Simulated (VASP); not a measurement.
# AgCl: single point with r2SCAN

The system is AgCl.

```
CELL_PARAMETERS angstrom
3.45841 0.00000 0.00000
0.00000 3.45841 0.00000
0.00000 0.00000 3.39559
ATOMIC_POSITIONS crystal
Ag 0.00000 0.00000 0.00000
Cl 0.50000 0.50000 0.50000
```

This cell differs from its parent crystal: biaxial xy strain +1.9%.

- Program: VASP 6.6.1
- Task: single point
- Functional: r2SCAN
- Potentials or basis: VASP PAW PBE potentials, release 64 (Ag, Cl)
- Cutoff: 520 eV
- k mesh: 8 × 8 × 8
- Occupations: gaussian, width 0.01 eV
- Spin: no spin polarisation

```
Pressure               : -2.0 GPa
Band gap on the k mesh : 1.14 eV, indirect (least direct gap 2.59 eV)
```

Stress tensor (GPa, compression positive):
```
-2.36  0.00  0.00
 0.00 -2.36  0.00
 0.00  0.00 -1.33
```

Levels at points of the mesh, in eV from the valence-band top:
| k point | band 6 | band 7 | band 8 | band 9 | band 10 | band 11 | band 12 | band 13 |
| --- | --- | --- | --- | --- | --- | --- | --- | --- |
| (0.00, 0.00, 0.00) | -1.78 | -1.63 | -1.63 | -1.45 | 1.14 | 9.92 | 10.06 | 14.47 |
| (0.50, 0.00, 0.00) | -1.73 | -1.46 | -0.03 | 0.00 | 5.62 | 6.03 | 10.04 | 10.51 |
| (0.50, 0.50, 0.00) | -2.04 | -2.04 | -1.52 | -0.87 | 3.17 | 9.73 | 9.73 | 11.32 |
| (0.00, 0.00, 0.50) | -1.74 | -1.39 | -0.04 | -0.04 | 5.51 | 6.11 | 10.01 | 10.60 |
| (0.50, 0.00, 0.50) | -2.09 | -2.06 | -1.49 | -0.99 | 3.34 | 9.53 | 9.73 | 11.24 |
| (0.50, 0.50, 0.50) | -1.47 | -0.22 | -0.18 | -0.18 | 5.33 | 5.38 | 5.38 | 7.40 |

Wall time 68 s on 1 thread of Intel(R) Xeon(R) 6975P-C (Granite Rapids) (shared host), peak memory 0.2 GiB.

Caveat: the cell differs from its parent crystal (biaxial xy strain +1.9%); the PAW data sets were made with another functional, which shifts forces and pressure a little. A k mesh can miss the band edges.
